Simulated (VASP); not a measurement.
Write the native input for VASP 6.6.1 that does the following.

- Task: single point
- Functional: PBE
- Potentials or basis: VASP PAW PBE potentials, release 64 (Si, C)
- Cutoff: 520 eV
- k mesh: 3 × 3 × 1
- Occupations: gaussian, width 0.01 eV
- Spin: no spin polarisation
- Dipole correction: no
- Further INCAR settings: ALGO = Normal; EDIFF = 1e-06; NBANDS = 26

The structure of SiC lies in POSCAR:

```
SiC
1.0
    3.0756900000      0.0000000000      0.0000000000
   -1.5378500000      2.6636300000      0.0000000000
    0.0000000000      0.0000000000     10.0706500000
Si C
4 4
Direct
    0.6707196451      0.3340753033      0.9390051288
    0.3333299770      0.6647083116      0.4390121790
    0.0037777822      0.0019379568      0.6883218064
    0.0026972282      0.0007685001      0.1884396737
    0.6648842858      0.3331761543      0.7475442995
    0.3351648901      0.6646482432      0.2487760969
    0.0036747288      0.0000840958      0.5001949229
    0.0034373847      0.0044037648      0.0000043691
```

The input as run:

INCAR

```
PREC = Accurate
ENCUT = 520
EDIFF = 1E-6
ISMEAR = 0
SIGMA = 0.01
LREAL = False
LASPH = True
NELM = 60
ALGO = Normal
ISIF = 2
LWAVE = False
LCHARG = True
GGA = PE
LELF = True
LVHAR = True
NBANDS = 26
```

KPOINTS

```
regular mesh
0
Gamma
  3 3 1
```

Potentials or basis: VASP PAW PBE potentials, release 64 (Si, C).

The run is started by

```sh
$ cat potpaw_PBE.64/Si/POTCAR potpaw_PBE.64/C/POTCAR > POTCAR
$ mpirun -np 1 vasp_std > vasp.out
```

Results of the run:

```
Pressure               : 4.5 GPa
Largest force          : 0.561 eV/Å
Band gap on the k mesh : 2.90 eV, indirect (least direct gap 3.85 eV)
```

Caveat: the k points lie up to 0.79 Å⁻¹ apart.

Run time: 7.8 s on 1 thread of Intel(R) Xeon(R) 6975P-C (Granite Rapids) (shared host), peak memory 0.19 GiB.
